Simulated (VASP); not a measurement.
As:

```
CELL_PARAMETERS angstrom
14.00000 0.00000 0.00000
0.00000 14.40000 0.00000
0.00000 0.00000 14.80000
ATOMIC_POSITIONS crystal
As 0.50000 0.50000 0.50000
```

Base run:

* Program: VASP 6.6.1
* Functional: PBE
* Potentials or basis: VASP PAW PBE potentials, release 64 (As)
* Cutoff: 520 eV
* k mesh: 1 × 1 × 1
* Occupations: fermi-dirac, width 0.01 eV
* Spin: collinear spin
* Starting moments: [3.0] μB

Its results: band gap on the k mesh 2.30 eV; pressure 0.0 GPa; net moment 3.00 μB per cell; site moments As +1.25 μB.

Problem. The run is repeated on the same cell with these changes: functional from PBE to HSE06; further incar settings from ALGO = Normal; EDIFF = 1e-07; NBANDS = 12; ISYM = 0 to ALGO = Normal; EDIFF = 1e-06; NBANDS = 12; ISYM = 0. What comes out?

Solution. Band gap on the k mesh 3.77 eV; pressure 0.0 GPa; net moment 3.00 μB per cell; site moments As +1.28 μB.

Caveats: the PAW data sets were made with another functional, which shifts forces and pressure a little (at least some runs).

A k mesh can miss the band edges.
